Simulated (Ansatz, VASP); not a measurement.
# Au: VASP beside Ansatz

Contents of INCAR:

```
SYSTEM = Au
  PREC = Accurate
  ENCUT = 520
  EDIFF = 1E-6
  ISMEAR = 0
  SIGMA = 0.1
  LREAL = .FALSE.
  LASPH = .TRUE.
  NELM = 60
  ALGO = Fast
  ISIF = 2
  LWAVE = .FALSE.
  LCHARG = .TRUE.
  GGA = PE
  LELF = .TRUE.
  LVHAR = .TRUE.
  NBANDS = 24
```

File KPOINTS:

```
regular mesh
0
G
  12 12 12
  0 0 0
```

File POSCAR:

```
Au
1.0
    4.0213826971      0.0000000000      0.0000000000
    0.0000000000      4.0213826971      0.0000000000
    0.0000000000      0.0000000000      4.0213826971
Au
3
Direct
    0.5000000000      0.0000000000      0.0000000000
    0.0000000000      0.5000000000      0.0000000000
    0.0000000000      0.0000000000      0.5000000000
```

Input for Ansatz:

```yaml
crystal:
  lattice:
    - [4.0213826971, 0.0, 0.0]
    - [0.0, 4.0213826971, 0.0]
    - [0.0, 0.0, 4.0213826971]
  atoms:
    - { symbol: Au, position: [0.5, 0.0, 0.0] }
    - { symbol: Au, position: [0.0, 0.5, 0.0] }
    - { symbol: Au, position: [0.0, 0.0, 0.5] }
basis:
  ecutwfc: 420
kpoints:
  mp_grid: { grid: [12, 12, 12] }
hamiltonian:
  xc: pbe
scf:
  occupations: { method: gaussian, width: 0.1 }
output:
  forces: true
  stress: true
  eigenvalues: true
```

Alike in both runs: task single point; functional PBE; k mesh 12 × 12 × 12; occupations gaussian, width 0.1 eV; no spin polarisation.

|  | VASP | Ansatz |
| --- | --- | --- |
| version | VASP 6.6.1 | Ansatz 0.2.0 |
| potentials or method | VASP PAW PBE potentials, release 64 (Au), cutoff 520 eV | scalar-relativistic, plane waves, PAW |
| valence electrons in the cell | 33 | 57 |

```tsv
	VASP	Ansatz	Ansatz less VASP
gap on the k mesh at the Fermi level (eV)	none	none	-
pressure (GPa)	-3.2	-3.0	+0.18
```

A gap of «none» marks a metal or a gap that the smearing closes. With one functional, cell and mesh, what is left measures potentials, basis and numerics. VASP's potentials hold 33 valence electrons a cell and Ansatz's 57, so a difference there can come from the potentials and not from the codes.

Spin-orbit coupling is off throughout.
